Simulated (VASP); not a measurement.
# CaPH5O6 (P1) in VASP: further runs

The runs below take CaPH5O6 through single point, with LDA.

Program: VASP 6.6.1. These are calculated values, not measurements. Logs are shortened: lines on timing, memory, paths and dates and some standing lists are left out, and cuts for length are marked.

**1. The cell of the first run**

The typed cell holds 26 atoms: a = 8.289 Å, b = 8.289 Å, c = 5.863 Å, α = 100.69°, β = 100.69°, γ = 134.58°.

**2. Single point, LDA**

Input file INCAR:

```
SYSTEM = CaPH5O6
PREC = Accurate
ENCUT = 520
EDIFF = 1E-6
ISMEAR = -1
SIGMA = 0.05
LREAL = Auto
LASPH = .True.
NELM = 60
ALGO = Normal
ISIF = 2
LWAVE = .False.
LCHARG = .True.
LELF = .True.
LVHAR = .True.
NBANDS = 75
```

Input file KPOINTS:

```
Automatic mesh
0
Gamma
  2 2 2
  0 0 0
```

Input file POSCAR:

```
CaPH5O6
1.0
    3.2003990000     -7.6467100000      0.0000000000
    3.2003990000      7.6467100000      0.0000000000
   -2.8168790000      0.0000000000      5.1423830000
Ca H P O
2 10 2 12
Direct
    0.9245870894      0.5736649281      0.7440519308
    0.5831440140      0.9205963301      0.2463254876
    0.7304164981      0.3462643594      0.1597897317
    0.3694962478      0.7117741686      0.6497960187
    0.0057906492      0.9907894264      0.1103185041
    1.0201151250      0.0505870535      0.6014721191
    0.0632774945      0.8938176876      0.2911685108
    0.9301127303      0.1140362739      0.7834889000
    0.4958160912      0.5009947890      0.4599035117
    0.5001030225      0.4802251927      0.0011862205
    0.4315220400      0.2620504633      0.3303332327
    0.2911646277      0.4248168781      0.8212729390
    0.4142748569      0.0621887964      0.7475911460
    0.0579621074      0.4133698579      0.2379052669
    0.6161929034      0.3266435417      0.9856130903
    0.3258159790      0.6029024646      0.4785330070
    0.5187315110      0.0797322551      0.5499784827
    0.0840959514      0.5383305176      0.0688396800
    0.1406404445      0.9259193423      0.6217934370
    0.9173070430      0.1374160834      0.0927391056
    0.3830999849      0.8899192576      0.8713081075
    0.8704121246      0.3640636427      0.3468430881
    0.0588514057      0.9120418628      0.1180192140
    0.9479880705      0.1104383269      0.6169902164
    0.5756179151      0.4530423238      0.4624704150
    0.4547291563      0.5615855691      1.0035619673
```

Potentials or basis: VASP PAW LDA potentials, release 64 (Ca_sv, H, P, O).

Started as:

```sh
> cat potpaw_LDA.64/Ca_sv/POTCAR potpaw_LDA.64/H/POTCAR potpaw_LDA.64/P/POTCAR potpaw_LDA.64/O/POTCAR > POTCAR
> mpirun -np 1 vasp_std > vasp.out
```

OUTCAR:

```text
SYSTEM = CaPH5O6
   PREC = Accurate
   ENCUT = 520
   EDIFF = 1E-6
   ISMEAR = -1
   LREAL = Auto
   LASPH = .True.
   NELM = 60
   ISIF = 2

 ion  position               nearest neighbor table
   1  0.925  0.574  0.744-  18 2.30  25 2.38  22 2.38  21 2.47  19 2.48  23 2.52
   2  0.583  0.921  0.246-  26 2.33  21 2.34  17 2.38  22 2.43  24 2.44  20 2.50
   3  0.730  0.346  0.160-  15 1.15  22 1.34
   4  0.369  0.712  0.650-  16 1.01
   5  0.006  0.991  0.110-  23 1.01
   6  0.020  0.051  0.601-  24 1.02
   7  0.063  0.894  0.291-  23 1.05
   8  0.930  0.114  0.783-  24 1.01
   9  0.496  0.501  0.460-  25 0.98
  10  0.500  0.480  0.001-  26 0.98
  11  0.432  0.262  0.330-  25 1.04
  12  0.291  0.425  0.821-  26 1.06
  13  0.414  0.062  0.748-  17 1.54  15 1.55  19 1.56  21 1.60
  14  0.058  0.413  0.238-  18 1.50  20 1.58  16 1.58  22 1.60
  15  0.616  0.327  0.986-   3 1.15  13 1.55
  16  0.326  0.603  0.479-   4 1.01  14 1.58
  17  0.519  0.080  0.550-  13 1.54   2 2.38
  18  0.084  0.538  0.069-  14 1.50   1 2.30
  19  0.141  0.926  0.622-  13 1.56   1 2.48
  20  0.917  0.137  0.093-  14 1.58   2 2.50
  21  0.383  0.890  0.871-  13 1.60   2 2.34   1 2.47
  22  0.870  0.364  0.347-   3 1.34  14 1.60   1 2.38   2 2.43
  23  0.059  0.912  0.118-   5 1.01   7 1.05   1 2.52
  24  0.948  0.110  0.617-   8 1.01   6 1.02   2 2.44
  25  0.576  0.453  0.462-   9 0.98  11 1.04   1 2.38
  26  0.455  0.562  0.004-  10 0.98  12 1.06   2 2.33

  LATTYP: Found a base centered monoclinic cell.
 ALAT       =     6.4007980000
 B/A-ratio  =     2.3892989593
 C/A-ratio  =     0.9160347124
 COS(beta)  =    -0.4804211729

  Lattice vectors:

 A1 = (   3.2003990000,  -7.6467100000,   0.0000000000)
 A2 = (   3.2003990000,   7.6467100000,   0.0000000000)
 A3 = (  -2.8168790000,   0.0000000000,   5.1423830000)

Analysis of symmetry for initial positions (statically):
=====================================================================
 Subroutine PRICEL returns:
 Original cell was already a primitive cell.

 Routine SETGRP: Setting up the symmetry group for a
 base centered monoclinic supercell.

 Subroutine GETGRP returns: Found  1 space group operations
 (whereof  1 operations were pure point group operations)
 out of a pool of  4 trial point group operations.

The static configuration has the point symmetry C_1 .

Analysis of symmetry for dynamics (positions and initial velocities):
=====================================================================
 Subroutine PRICEL returns:
 Original cell was already a primitive cell.

 Routine SETGRP: Setting up the symmetry group for a
 base centered monoclinic supercell.

 Subroutine GETGRP returns: Found  1 space group operations
 (whereof  1 operations were pure point group operations)
 out of a pool of  4 trial point group operations.

The dynamic configuration has the point symmetry C_1 .

 Subroutine INISYM returns: Found  1 space group operations
 (whereof  1 operations are pure point group operations),
 and found     1 'primitive' translations

----------------------------------------------------------------------------------------

                                     Primitive cell

  volume of cell :     251.6942

  direct lattice vectors                    reciprocal lattice vectors
     3.200399000 -7.646710000  0.000000000     0.156230520 -0.065387598  0.085579482
     3.200399000  7.646710000  0.000000000     0.156230520  0.065387598  0.085579482
    -2.816879000  0.000000000  5.142383000     0.000000000  0.000000000  0.194462373

  length of vectors
     8.289434696  8.289434696  5.863353155     0.189756057  0.189756057  0.194462373

  position of ions in fractional coordinates (direct lattice)
     0.924587089  0.573664928  0.744051931
     0.583144014  0.920596330  0.246325488
     0.730416498  0.346264359  0.159789732
     0.369496248  0.711774169  0.649796019
     0.005790649  0.990789426  0.110318504
     0.020115125  0.050587054  0.601472119
[... 18 lines left out ...]
     0.575617915  0.453042324  0.462470415
[... 49 lines left out ...]
   LORBIT       =      0    0 simple, 1 ext, 2 COOP (PROOUT), +10 PAW based schemes
   GGA     = CA    functional components
   LHFCALC =     F    Hartree Fock is set to
   AEXX    =    0.0000 exact exchange contribution
   IVDW    =     0    specifies the selected vdW correction
   LEPSILON=     F    determine dielectric tensor
   LRPA    =     F    only Hartree local field effects (RPA)
 non-spin polarized calculation
  energy-cutoff  :      520.00
  volume of cell :      251.69
 maximum number of plane-waves:      6786
 NGX is ok and might be reduce to    64
   NGX = 31   NGY = 31   NGZ = 21

 number of electron     112.0000000 magnetization

 Free energy of the ion-electron system (eV)
  ---------------------------------------------------
  ext. energy  EPLUGINS =         0.00000000
  ---------------------------------------------------
  free energy    TOTEN  =      -166.23156373 eV

  energy without entropy =     -166.23156373  energy(sigma->0) =     -166.23156373

 E-fermi :   1.2217     XC(G=0):  -9.7477

 val. band max:       -0.0717293544   @ k =   0.0000   0.0000   0.0000
 cond. band min:       4.4538622740   @ k =   0.0000   0.0000   0.0000
 fundamental gap:      4.5255916284
 Fermi energy:         1.2216971724

 k-point     1 :       0.0000    0.0000    0.0000
  band No.  band energies     occupation
      1     -37.1792      2.00000
      2     -37.0198      2.00000
      3     -20.7057      2.00000
      4     -19.8496      2.00000
      5     -19.2308      2.00000
      6     -19.1552      2.00000
[... 60 lines left out ...]
     67       8.0005      0.00000
     68       8.1213      0.00000

 k-point     2 :       0.5000   -0.0000    0.0000
  band No.  band energies     occupation
      1     -37.1791      2.00000
      2     -37.0198      2.00000
      3     -20.7222      2.00000
      4     -20.0406      2.00000
      5     -19.2506      2.00000
      6     -18.9999      2.00000
[... 415 lines left out ...]
     67       8.2336      0.00000
     68       8.3250      0.00000

 k-point     8 :       0.5000    0.5000    0.5000
  band No.  band energies     occupation
      1     -37.1791      2.00000
      2     -37.0198      2.00000
      3     -20.6557      2.00000
      4     -19.9502      2.00000
      5     -19.2782      2.00000
      6     -19.1486      2.00000
[... 60 lines left out ...]
     67       8.0795      0.00000
     68       8.1822      0.00000
 [bands above 68 left out]

------------------------ aborting loop because EDIFF is reached ----------------------------------------

  FORCE on cell =-STRESS in cart. coord.  units (eV):
  Direction    XX          YY          ZZ          XY          YZ          ZX
  --------------------------------------------------------------------------------------
  -------------------------------------------------------------------------------------
  Total      -11.3587329    -11.3978402    -14.1266149     -0.1869404      0.3404477     -1.2138265
  in kB      -72.3048302    -72.5537701    -89.9239815     -1.1899826      2.1671441     -7.7266997
  external PRESSURE =     -78.2608606 kB  Pullay stress =       0.0000000 kB

 VOLUME and BASIS-vectors are now :
 -----------------------------------------------------------------------------
  energy-cutoff  :      520.00
  volume of cell :      251.69
      direct lattice vectors                 reciprocal lattice vectors
     3.200399000 -7.646710000  0.000000000     0.156230520 -0.065387598  0.085579482
     3.200399000  7.646710000  0.000000000     0.156230520  0.065387598  0.085579482
    -2.816879000  0.000000000  5.142383000     0.000000000  0.000000000  0.194462373

 POSITION                                       TOTAL-FORCE (eV/Angst)
 -----------------------------------------------------------------------------------
      2.69910     -2.68340      3.82620         0.013952      0.352473      0.315516
      4.11870      2.58040      1.26670        -0.091767      0.592204      0.023152
      2.99570     -2.93750      0.82170         0.052525      0.359823     -0.266107
      1.63010      2.61730      3.34150        -0.040906      0.945745      0.483083
      2.87870      7.53200      0.56730        -0.037562     -0.367328     -0.131622
     -1.46800      0.23301      3.09300        -0.375625      0.192395      0.118433
[... 18 lines left out ...]
      1.98940     -0.93730      2.37820        -1.217420     -0.799823     -0.950575
      3.24258      0.81710      0.01832        -0.983934      0.713556     -2.287589
 -----------------------------------------------------------------------------------
    total drift:                                0.008039      0.006907     -0.011966

  FREE ENERGIE OF THE ION-ELECTRON SYSTEM (eV)
  ---------------------------------------------------
  free  energy   TOTEN  =      -166.2315637256 eV

  energy  without entropy=     -166.2315637256  energy(sigma->0) =     -166.23156373
```

Run time: 4.6 min. Hardware: 1 thread of Intel Xeon 6975P-C (Granite Rapids), shared host; peak memory 0.4 GiB.

Results:

```yaml
Free_energy: -166.2316 eV
Pressure: -7.8 GPa
Largest_force: 2.711 eV/Å
Band_gap_on_the_k_mesh: 4.53 eV
```

Forces in eV/Å, atoms in the order of the input:
```
Ca   0.014  0.352  0.316
Ca  -0.092  0.592  0.023
H    0.053  0.360 -0.266
H   -0.041  0.946  0.483
H   -0.038 -0.367 -0.132
H   -0.376  0.192  0.118
H    0.747 -0.018 -1.162
H   -0.067 -0.012 -0.003
H    0.028  0.209  0.065
H    0.293 -1.021  0.615
H    0.846  0.712  0.964
H    0.575  0.219  1.790
P   -1.858 -1.803 -0.804
P   -2.504  0.554 -0.745
O    0.304  0.725  0.359
O   -0.093 -1.129 -0.803
O   -0.043  0.561  0.691
O    0.713 -0.835 -0.043
O    1.296 -0.039  0.320
O    1.747  0.490  0.984
O    0.408  0.156 -1.055
O    0.775 -0.373 -0.137
O   -0.612  0.260  1.475
O    0.126 -0.645  0.185
O   -1.217 -0.800 -0.951
O   -0.984  0.714 -2.288
```

Caveat: the k points lie up to 0.61 Å⁻¹ apart; forces of over 1 eV/Å act on the atoms, so gaps and moduli don't describe the material at rest.

**3. Single point, LDA**

Input file INCAR:

```
ALGO = Normal
EDIFF = 1E-7
ENCUT = 520
GGA = CA
ISIF = 2
ISMEAR = -1
LASPH = True
LCHARG = False
LREAL = Auto
LWAVE = False
NBANDS = 75
NELM = 80
PREC = Accurate
SIGMA = 0.05
```

Input file KPOINTS:

```
k-points
0
Gamma
  2 2 2
```

Input file POSCAR:

```
CaPH5O6
1.0
    3.2003990000     -7.6467100000      0.0000000000
    3.2003990000      7.6467100000      0.0000000000
   -2.8168790000      0.0000000000      5.1423830000
Ca H P O
2 10 2 12
Direct
    0.9177725491      0.5744615042      0.7436046673
    0.5813712687      0.9147433987      0.2428446111
    0.7141359842      0.3456245591      0.1546948176
    0.3753632675      0.7294763435      0.6379143677
    0.0103728143      1.0088283592      0.1412380214
    1.0660591305      0.0628826010      0.6211711574
    0.0639277973      0.8996466882      0.3124815868
    0.9480118480      0.1213556782      0.7568670012
    0.5300810489      0.5255431496      0.4392516077
    0.5329065538      0.5099293518      0.0563357494
    0.4205182272      0.2677204880      0.3640335619
    0.3049331176      0.3976004216      0.8408553000
    0.4141107365      0.0500587455      0.7551362860
    0.0438361805      0.4024610008      0.2292711375
    0.6212917727      0.3378496126      0.9902218485
    0.3237349701      0.6103157349      0.4710656519
    0.5298296522      0.0897711172      0.5607516982
    0.1034501368      0.5485042842      0.0674201046
    0.1663833829      0.9557947768      0.6523240295
    0.9492242478      0.1558242104      0.1123214665
    0.3968157563      0.8882035558      0.8686828655
    0.8871572000      0.3747276715      0.3568967928
    0.0605755946      0.9261635403      0.1488026077
    1.0035081598      0.1364424544      0.6117397323
    0.5841739760      0.4552950202      0.4618286892
    0.4509308789      0.5552371754      1.0187300324
```

Potentials or basis: VASP PAW LDA potentials, release 64 (Ca_sv, H, P, O).

Started as:

```sh
> cat potpaw_LDA.64/Ca_sv/POTCAR potpaw_LDA.64/H/POTCAR potpaw_LDA.64/P/POTCAR potpaw_LDA.64/O/POTCAR > POTCAR
> mpirun -np 1 vasp_std > vasp.out
```

Wall time 4.3 min (1 thread of Intel Xeon 6975P-C (Granite Rapids), shared host); peak memory 0.4 GiB.

Results (log left out):

- Free energy: -166.1535 eV
- Pressure: -5.8 GPa
- Largest force: 3.266 eV/Å
- Band gap on the k mesh: 4.70 eV

Forces on the atoms (eV/Å):
```
Ca  -0.322 -0.291  0.738
Ca  -0.434  0.316  0.336
H    0.531  0.702 -0.479
H   -0.463  0.329  0.192
H   -0.064 -0.453  0.013
H   -0.230  0.662 -0.107
H    0.571  0.165 -0.832
H    0.716 -0.387 -0.498
H    0.163  1.155  0.110
H    0.400 -0.188  0.434
H    0.035 -0.149 -0.092
H    0.356  1.313  0.626
P    3.009  0.005 -0.078
P    3.053 -0.702  0.923
O   -1.085 -0.981 -0.184
O    0.183 -1.399 -0.818
O   -0.771  0.568  0.845
O   -1.056 -0.322 -0.316
O   -0.642 -0.144 -0.509
O   -0.048  0.452 -0.547
O   -0.165  0.562 -0.280
O   -1.238  1.119 -0.094
O   -0.215 -0.012  0.722
O   -1.251 -0.457  0.887
O   -0.659 -0.651 -0.131
O   -0.373 -1.214 -0.861
```

Stress tensor (GPa, compression positive):
```
-6.14 -1.21  0.80
-1.21 -4.98 -0.74
 0.80 -0.74 -6.17
```

Levels at points of the mesh, in eV from the valence-band top:
| k point | band 54 | band 55 | band 56 | band 57 | band 58 | band 59 |
| --- | --- | --- | --- | --- | --- | --- |
| (0.00, 0.00, 0.00) | -0.24 | -0.15 | 0.00 | 4.70 | 6.72 | 7.03 |
| (0.50, 0.00, 0.00) | -0.40 | -0.21 | -0.09 | 6.37 | 6.50 | 6.99 |
| (0.00, 0.50, 0.00) | -0.34 | -0.22 | -0.12 | 6.22 | 6.63 | 6.93 |
| (0.50, 0.50, 0.00) | -0.30 | -0.20 | 0.00 | 5.50 | 6.09 | 6.86 |
| (0.00, 0.00, 0.50) | -0.45 | -0.26 | -0.13 | 6.43 | 6.71 | 6.88 |
| (0.50, 0.00, 0.50) | -0.53 | -0.12 | -0.02 | 6.32 | 6.59 | 6.83 |
| (0.00, 0.50, 0.50) | -0.57 | -0.08 | -0.03 | 6.26 | 6.73 | 6.79 |
| (0.50, 0.50, 0.50) | -0.39 | -0.30 | -0.15 | 6.51 | 6.79 | 6.91 |

Caveat: the k points lie up to 0.61 Å⁻¹ apart; forces of over 1 eV/Å act on the atoms, so gaps and moduli don't describe the material at rest.

**4. Single point, LDA**

Input file INCAR:

```
PREC = Accurate ; ENCUT = 520
EDIFF = 1E-7 ; ISMEAR = -1
SIGMA = 0.05 ; LREAL = Auto
LASPH = True ; NELM = 80
ALGO = Normal ; ISIF = 2
LWAVE = False ; LCHARG = False
NBANDS = 75
```

Input file KPOINTS:

```
regular mesh
0
Gamma
  2 2 2
```

Input file POSCAR:

```
CaPH5O6
1.0
    3.2003990000     -7.6467100000      0.0000000000
    3.2003990000      7.6467100000      0.0000000000
   -2.8168790000      0.0000000000      5.1423830000
Ca H P O
2 10 2 12
Direct
    0.9072855692      0.5662500127      0.7468910814
    0.5786341515      0.9120585915      0.2399860143
    0.7373319402      0.3986372598      0.1552976509
    0.3885888249      0.7433296219      0.6188376089
    0.0106589726      1.0107492075      0.1488220539
    1.0907788114      0.0725108243      0.6485514595
    0.0775394880      0.9233019140      0.3388117921
    0.9684919879      0.1192509417      0.7674846467
    0.5418548205      0.5339690762      0.4972402872
    0.5041348265      0.4680408724     -0.0056977475
    0.4133380405      0.2691060767      0.3701591266
    0.3190996552      0.4382358589      0.8497616766
    0.4362880267      0.0724321985      0.7717433727
    0.0633278339      0.4158454526      0.2321880731
    0.6127957956      0.3441573877      0.9922442572
    0.3569055816      0.6327497028      0.4560337104
    0.5378117418      0.0939738036      0.5794589785
    0.0812447812      0.5270312698      0.0379590552
    0.1773119283      0.9593606787      0.6756789605
    0.9700741034      0.1714692132      0.1129242999
    0.3944427024      0.8874521143      0.8603404297
    0.8827321214      0.3738596782      0.3428955019
    0.0753911801      0.9438954127      0.1846809154
    1.0113826603      0.1325733423      0.6232130123
    0.5805390464      0.4470306487      0.4511138124
    0.4649642397      0.5586515902      1.0296782639
```

Started as:

```sh
> cat potpaw_LDA.64/Ca_sv/POTCAR potpaw_LDA.64/H/POTCAR potpaw_LDA.64/P/POTCAR potpaw_LDA.64/O/POTCAR > POTCAR
> mpirun -np 1 vasp_std > vasp.out
```

Run time: 4.4 min. Hardware: 1 thread of Intel Xeon 6975P-C (Granite Rapids), shared host; peak memory 0.41 GiB.

Results (log left out):

```
Free energy            : -165.8771 eV
Pressure               : -3.9 GPa
Largest force          : 2.849 eV/Å
Band gap on the k mesh : 4.79 eV
```

Forces on the atoms (eV/Å):
```
Ca   0.661 -0.532  0.296
Ca   0.139  0.241  0.224
H    0.002 -0.724  0.827
H   -0.174 -0.054  0.121
H   -0.031 -0.535  0.498
H   -0.097  0.901 -0.501
H   -1.234 -0.290  1.694
H   -0.582  0.708  1.024
H    0.272  0.068 -0.248
H    0.437  0.048  1.433
H   -1.209 -0.347 -0.989
H   -0.371  1.126  0.039
P   -2.018 -0.013 -0.638
P    0.625  1.368 -0.812
O    0.638  0.376 -0.397
O   -0.731  0.393 -0.032
O    1.426  0.134 -0.677
O   -0.533 -0.877  1.289
O   -0.085  0.628 -0.828
O   -0.472 -0.097 -0.144
O    0.048 -0.467  0.695
O    0.873 -0.946  0.196
O    1.508  0.558 -2.352
O    0.203 -1.464 -0.432
O    0.597  0.786  1.030
O    0.108 -0.987 -1.317
```

Stress tensor (GPa, compression positive):
```
-3.72  0.50 -0.41
 0.50 -6.00 -1.39
-0.41 -1.39 -1.92
```

Levels at points of the mesh, in eV from the valence-band top:
```tsv
k point	band 53	band 54	band 55	band 56	band 57	band 58	band 59	band 60
(0.00, 0.00, 0.00)	-0.49	-0.35	-0.14	0.00	4.79	6.77	7.14	7.20
(0.50, 0.00, 0.00)	-0.52	-0.46	-0.13	-0.01	6.47	6.63	7.01	7.09
(0.00, 0.50, 0.00)	-0.51	-0.49	-0.13	-0.07	6.42	6.59	6.90	7.16
(0.50, 0.50, 0.00)	-0.45	-0.37	-0.15	-0.02	5.61	6.12	6.87	7.10
(0.00, 0.00, 0.50)	-0.54	-0.44	-0.24	-0.12	6.40	6.83	7.01	7.11
(0.50, 0.00, 0.50)	-0.63	-0.56	-0.16	0.00	6.33	6.71	6.89	7.12
(0.00, 0.50, 0.50)	-0.60	-0.55	-0.19	-0.03	6.35	6.66	6.83	7.10
(0.50, 0.50, 0.50)	-0.57	-0.38	-0.25	-0.16	6.47	6.94	7.10	7.24
```

Caveat: the k points lie up to 0.61 Å⁻¹ apart; forces of over 1 eV/Å act on the atoms, so gaps and moduli don't describe the material at rest.

**5. The runs side by side**

```tsv
cell	gap on the mesh (eV)	pressure (GPa)	largest force (eV/Å)
as given, atomic positions A	4.53	-7.8	2.71
as given, atomic positions B	4.70	-5.8	3.27
as given, atomic positions C	4.79	-3.9	2.85
```

Alike in all rows: task single point; level LDA; potentials or basis VASP PAW LDA potentials, release 64 (Ca_sv, H, P, O); no spin polarisation; k mesh 2 × 2 × 2; cutoff (eV) 520; smearing fermi-dirac 0.05 eV.

Caveats: all runs use coarse meshes; forces of over 1 eV/Å act on the atoms, so gaps and moduli don't describe the material at rest.

Total energies depend on the potentials used, so only differences within one code and one set of settings carry meaning.
